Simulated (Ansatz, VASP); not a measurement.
Given: the input of a run of VASP 6.6.1 on Sb.

File INCAR:

```
SYSTEM = Sb
ALGO = Normal
EDIFF = 1E-6
EDIFFG = -0.01
ENCUT = 600
GGA = RP
IBRION = 2
ISIF = 3
ISMEAR = -1
IVDW = 13
LASPH = .TRUE.
LCHARG = .FALSE.
LREAL = .FALSE.
LWAVE = .FALSE.
NELM = 60
NSW = 60
PREC = Accurate
SIGMA = 0.05
```

The input KPOINTS:

```
k-points
0
G
  8 8 8
  0 0 0
```

POSCAR

```
Sb
1.0
    3.1600000000      0.0000000000      0.0000000000
    0.0000000000      3.1600000000      0.0000000000
    0.0000000000      0.0000000000      3.1600000000
Sb
1
Direct
    0.0000000000      0.0000000000      0.0000000000
```

Potentials or basis: VASP PAW PBE potentials, release 64 (Sb).

The run is started by

```bash
$ cat potpaw_PBE.64/Sb/POTCAR > POTCAR
$ mpirun -np 1 vasp_std > vasp.out
```

**Question.** Translate it to Ansatz 0.2.0. Potentials there: Ansatz PAW.

**Answer.** As run (the cutoff follows the program's own potentials):

Contents of input.yaml:

```yaml
crystal:
  lattice:
    - [3.16, 0.0, 0.0]
    - [0.0, 3.16, 0.0]
    - [0.0, 0.0, 3.16]
  atoms:
    - { symbol: Sb, position: [0.0, 0.0, 0.0] }
hamiltonian:
  xc: rpbe
  pseudopotentials: { kind: paw }
  dispersion: d4
kpoints:
  mp_grid: { grid: [8, 8, 8] }
scf:
  occupations: { method: fermi_dirac, width: 0.05 }
output:
  forces: true
  stress: true
  eigenvalues: true
relax:
  f_tol: 0.01
  max_steps: 40
  cell: { stress_tol: 0.05 }
```

Potentials or basis: Ansatz PAW.

The run is started by

```console
$ ansatz run input.yaml --threads 2 --pin off --max-ram 5632MiB --backend cpu --events-out ev --progress --plain --runs-dir out
```

Both were run:

|  | VASP | Ansatz | Ansatz less VASP |
| --- | --- | --- | --- |
| gap on the k mesh at the Fermi level, each at its own relaxed structure (eV) | none | none | - |
| relaxed volume (Å³/atom) | 28.20 | 28.23 | +0.037 |
| relaxed cell length with the largest relative difference (Å) | 3.044 | 3.045 | +0.0013 |

VASP's potentials were made for PBE, not for RPBE. A gap of «none» marks a metal or a gap that the smearing closes. VASP's potentials hold 5 valence electrons a cell and Ansatz's 15, so a difference there can come from the potentials and not from the codes.

Neither program's run includes spin-orbit coupling. Noted on Ansatz's run: the plane-wave basis is chosen anew once the cell has moved, so the energies of steps on either side of that aren't comparable.
